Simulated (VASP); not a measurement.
# Rh (P6_3/mmc) in VASP: further runs, part 3 of 3

VASP 6.6.1. Earlier steps stand in the parts before.

## 5. Single point, PBEsol

This run uses another cell than the first one, of 12.95 Å³/atom.

The input, INCAR:

```
ALGO     = Fast           # electronic algorithm
EDIFF    = 1E-6           # SCF threshold, eV
ENCUT    = 520            # plane-wave cutoff, eV
GGA      = PS             # functional
ISIF     = 2              # what is computed and relaxed
ISMEAR   = 0              # smearing method
LASPH    = True           # aspherical terms in the spheres
LCHARG   = True           # write CHGCAR
LELF     = True           # ELF
LREAL    = False          # projectors in reciprocal space
LVHAR    = True         
LWAVE    = False          # write WAVECAR
NBANDS   = 38             # bands
NELM     = 60             # most SCF steps
PREC     = Accurate       # precision mode
SIGMA    = 0.15           # smearing width, eV
```

The input, KPOINTS:

```
k-points
0
Gamma
  18 18 6
```

The input, POSCAR:

```
Rh
1.0
    2.7291000000      0.0000000000      0.0000000000
   -1.3645500000      2.3634699295      0.0000000000
    0.0000000000      0.0000000000      8.0293000000
Rh
4
Direct
    0.0000000000      0.0000000000      0.0000000000
    0.3333333333      0.6666666667      0.2500000000
    0.0000000000      0.0000000000      0.5000000000
    0.6666666667      0.3333333333      0.7500000000
```

The run is started by

```sh
$ cat potpaw_PBE.64/Rh_pv/POTCAR > POTCAR
$ mpirun -np 1 vasp_std > vasp.out
```

Wall time 4.1 min (1 thread of Intel Xeon 8259CL, shared host); peak memory 0.31 GiB.

The run converged. Its results:

```
Free energy            : -31.9243 eV
Pressure               : 18.7 GPa
Band gap on the k mesh : zero (bands 30 and 31 overlap by 2.14 eV)
```

Stress tensor (GPa, compression positive):
```
 5.10  0.00  0.00
 0.00  5.10  0.00
 0.00  0.00 45.99
```

Levels at points of the mesh, in eV from the Fermi level:
```csv
k point,band 26,band 27,band 28,band 29,band 30,band 31,band 32,band 33,band 34,band 35
"(0.00, 0.00, 0.00)",-2.91,-2.51,-1.94,-1.94,-1.40,-1.40,-0.25,-0.25,0.72,0.72
"(0.50, 0.00, 0.00)",0.10,0.27,0.27,0.61,0.74,0.89,0.90,1.24,2.19,4.26
"(0.00, 0.00, 0.50)",-2.94,-1.36,-1.36,-1.36,-1.36,-0.46,-0.46,0.14,0.14,0.14
"(0.50, 0.00, 0.50)",-1.08,-0.16,-0.16,0.15,0.15,0.64,0.64,2.78,2.78,4.25
```

Caveat: the cell stands under pressure; the PAW data sets were made with another functional, which shifts forces and pressure a little.

## 6. Single point, PBEsol

This run uses another cell than the first one, of 12.99 Å³/atom.

The input, INCAR:

```
SYSTEM = Rh
  PREC = Accurate
  ENCUT = 520
  EDIFF = 1E-6
  ISMEAR = 0
  SIGMA = 0.15
  LREAL = .False.
  LASPH = .True.
  NELM = 80
  ALGO = Fast
  ISIF = 2
  LWAVE = .False.
  LCHARG = .False.
  GGA = PS
  NBANDS = 38
```

The input, KPOINTS:

```
Automatic mesh
0
Gamma
  18 18 6
  0 0 0
```

The input, POSCAR:

```
Rh
1.0
    2.6221000000      0.0000000000      0.0000000000
   -1.3110500000      2.2708052113      0.0000000000
    0.0000000000      0.0000000000      8.7275109659
Rh
4
Direct
    0.0000000000      0.0000000000      0.0000000000
    0.3333333333      0.6666666667      0.2500000000
    0.0000000000      0.0000000000      0.5000000000
    0.6666666667      0.3333333333      0.7500000000
```

Potentials or basis: VASP PAW PBE potentials, release 64 (Rh_pv).

The run is started by

```sh
$ cat potpaw_PBE.64/Rh_pv/POTCAR > POTCAR
$ mpirun -np 1 vasp_std > vasp.out
```

OUTCAR:

```text
SYSTEM = Rh
   PREC = Accurate
   ENCUT = 520
   EDIFF = 1E-6
   ISMEAR = 0
   LREAL = .False.
   LASPH = .True.
   NELM = 80
   ISIF = 2
   GGA = PS

 ion  position               nearest neighbor table
   1  0.000  0.000  0.000-   2 2.66   4 2.66   4 2.66   2 2.66   4 2.66   2 2.66
   2  0.333  0.667  0.250-   1 2.66   3 2.66   1 2.66   3 2.66   1 2.66   3 2.66
   3  0.000  0.000  0.500-   2 2.66   4 2.66   4 2.66   2 2.66   4 2.66   2 2.66
   4  0.667  0.333  0.750-   1 2.66   3 2.66   1 2.66   3 2.66   1 2.66   3 2.66

  LATTYP: Found a hexagonal cell.
 ALAT       =     2.6221000000
 C/A-ratio  =     3.3284432195

  Lattice vectors:

 A1 = (   2.6221000000,   0.0000000000,   0.0000000000)
 A2 = (  -1.3110500000,   2.2708052113,   0.0000000000)
 A3 = (   0.0000000000,   0.0000000000,   8.7275109659)

Analysis of symmetry for initial positions (statically):
=====================================================================
 Subroutine PRICEL returns:
 Original cell was already a primitive cell.

 Routine SETGRP: Setting up the symmetry group for a
 hexagonal supercell.

 Subroutine GETGRP returns: Found 24 space group operations
[... 173 lines left out ...]
 E-fermi :  12.8553     XC(G=0): -14.5852

 val. band max:       12.8530458418   @ k =   0.3889   0.2222   0.3333
 cond. band min:      12.8565353885   @ k =   0.2778   0.1111   0.1667
 fundamental gap:      0.0034895466
 Fermi energy:        12.8553408191

 k-point     1 :       0.0000    0.0000    0.0000
  band No.  band energies     occupation
      1     -34.4563      2.00000
      2     -34.0428      2.00000
      3     -34.0332      2.00000
      4     -33.7043      2.00000
      5     -33.7043      2.00000
      6     -33.6588      2.00000
[... 973 lines left out ...]
     37      22.8179      0.00000
     38      22.8773      0.00000

 [... further k-points ...]

------------------------ aborting loop because EDIFF is reached ----------------------------------------

  FORCE on cell =-STRESS in cart. coord.  units (eV):
  Direction    XX          YY          ZZ          XY          YZ          ZX
  --------------------------------------------------------------------------------------
  -------------------------------------------------------------------------------------
  Total        5.2712283      5.2712283      2.4228821      0.0000000      0.0000000      0.0000000
  in kB      162.5185246    162.5185246     74.7004690      0.0000000      0.0000000      0.0000000
  external PRESSURE =     133.2458394 kB  Pullay stress =       0.0000000 kB

 VOLUME and BASIS-vectors are now :
 -----------------------------------------------------------------------------
  energy-cutoff  :      520.00
  volume of cell :       51.97
      direct lattice vectors                 reciprocal lattice vectors
     2.622100000  0.000000000  0.000000000     0.381373708  0.220186213  0.000000000
    -1.311050000  2.270805211  0.000000000     0.000000000  0.440372426  0.000000000
     0.000000000  0.000000000  8.727510966     0.000000000  0.000000000  0.114580206

 POSITION                                       TOTAL-FORCE (eV/Angst)
 -----------------------------------------------------------------------------------
      0.00000      0.00000      0.00000         0.000000     -0.000000      0.000000
     -0.00000      1.51387      2.18188        -0.000000     -0.000000     -0.000000
      0.00000      0.00000      4.36376         0.000000     -0.000000      0.000000
      1.31105      0.75694      6.54563         0.000000      0.000000      0.000000
 -----------------------------------------------------------------------------------
    total drift:                                0.000000     -0.000000      0.000000

  FREE ENERGIE OF THE ION-ELECTRON SYSTEM (eV)
  ---------------------------------------------------
  free  energy   TOTEN  =       -32.3977606616 eV

  energy  without entropy=      -32.3403119163  energy(sigma->0) =      -32.36903629
```

OSZICAR:

```text
N       E                     dE             d eps       ncg     rms          rms(c)
DAV:   1     0.774398745823E+03    0.77440E+03   -0.36584E+04 11392   0.185E+03
DAV:   2    -0.925706757315E+01   -0.78366E+03   -0.76112E+03 11734   0.578E+02
DAV:   3    -0.346091586684E+02   -0.25352E+02   -0.24731E+02 12412   0.114E+02
DAV:   4    -0.348413556555E+02   -0.23220E+00   -0.23207E+00 12508   0.111E+01
DAV:   5    -0.348454333905E+02   -0.40777E-02   -0.40777E-02 12500   0.147E+00    0.256E+01
RMM:   6    -0.325064785222E+02    0.23390E+01   -0.64043E+00 11293   0.171E+01    0.877E+00
RMM:   7    -0.324275843616E+02    0.78894E-01   -0.63970E-01 11550   0.438E+00    0.320E+00
RMM:   8    -0.324531483312E+02   -0.25564E-01   -0.13843E-01 11620   0.234E+00    0.262E+00
RMM:   9    -0.324021005378E+02    0.51048E-01   -0.72859E-02 11578   0.197E+00    0.938E-01
RMM:  10    -0.323977031512E+02    0.43974E-02   -0.11154E-02 11985   0.773E-01    0.394E-02
RMM:  11    -0.323977571247E+02   -0.53974E-04   -0.67415E-04 12096   0.184E-01    0.291E-02
RMM:  12    -0.323977605920E+02   -0.34673E-05   -0.10777E-04 12605   0.896E-02    0.103E-02
RMM:  13    -0.323977590303E+02    0.15616E-05   -0.30251E-05 12908   0.444E-02    0.542E-03
RMM:  14    -0.323977606057E+02   -0.15754E-05   -0.88737E-06 11782   0.266E-02    0.275E-03
RMM:  15    -0.323977606616E+02   -0.55908E-07   -0.35890E-06  8252   0.150E-02
   1 F= -.32397761E+02 E0= -.32369036E+02  d E =-.574487E-01
```

stdout:

```text
POSCAR found type information on POSCAR Rh
 POSCAR found :  1 types and       4 ions
 scaLAPACK will be used
 -----------------------------------------------------------------------------
|                                                                             |
|                                                                             |
|     You enforced a specific xc type in the INCAR file but a different       |
|     I HOPE YOU KNOW WHAT YOU ARE DOING!                                     |
|                                                                             |
 -----------------------------------------------------------------------------

 LDA part: xc-table for (Slater+PW92), standard interpolation
 POSCAR, INCAR and KPOINTS ok, starting setup
 FFT: planning ... GRIDC
 FFT: planning ... GRID_SOFT
 FFT: planning ... GRID
 WAVECAR not read
 entering main loop
```

Wall time 4.6 min (1 thread of Intel Xeon 8259CL, shared host); peak memory 0.32 GiB.

Results:

```yaml
Free_energy: -32.3978 eV
Pressure: 13.3 GPa
Band_gap_on_the_k_mesh: zero (bands 30 and 31 overlap by 2.23 eV)
```

Caveat: the cell stands under pressure; the PAW data sets were made with another functional, which shifts forces and pressure a little.

## 7. The runs side by side

```tsv
cell	further INCAR settings	gap on the mesh (eV)	pressure (GPa)
a = 2.595, b = 2.595, c = 8.728 Å, angles 90.0, 90.0, 120.0°, 4 atoms	ALGO = Fast; EDIFF = 1e-06; NBANDS = 38	none	21.3
a = 2.676, b = 2.676, c = 8.262 Å, angles 90.0, 90.0, 120.0°, 4 atoms	ALGO = Fast; EDIFF = 1e-07; NBANDS = 38	none	19.9
a = 2.649, b = 2.649, c = 8.495 Å, angles 90.0, 90.0, 120.0°, 4 atoms	ALGO = Fast; EDIFF = 1e-06; NBANDS = 38	none	15.8
a = 2.729, b = 2.729, c = 8.029 Å, angles 90.0, 90.0, 120.0°, 4 atoms	ALGO = Fast; EDIFF = 1e-06; NBANDS = 38	none	18.7
a = 2.622, b = 2.622, c = 8.728 Å, angles 90.0, 90.0, 120.0°, 4 atoms	ALGO = Fast; EDIFF = 1e-06; NBANDS = 38	none	13.3
```

Alike in all rows: task single point; level PBEsol; potentials or basis VASP PAW PBE potentials, release 64 (Rh_pv); no spin polarisation; k mesh 18 × 18 × 6; cutoff (eV) 520; smearing gaussian 0.15 eV.

Caveats: the cell stands under pressure; the PAW data sets were made with another functional, which shifts forces and pressure a little.

Absolute energies hang on the potentials; compare differences alone.
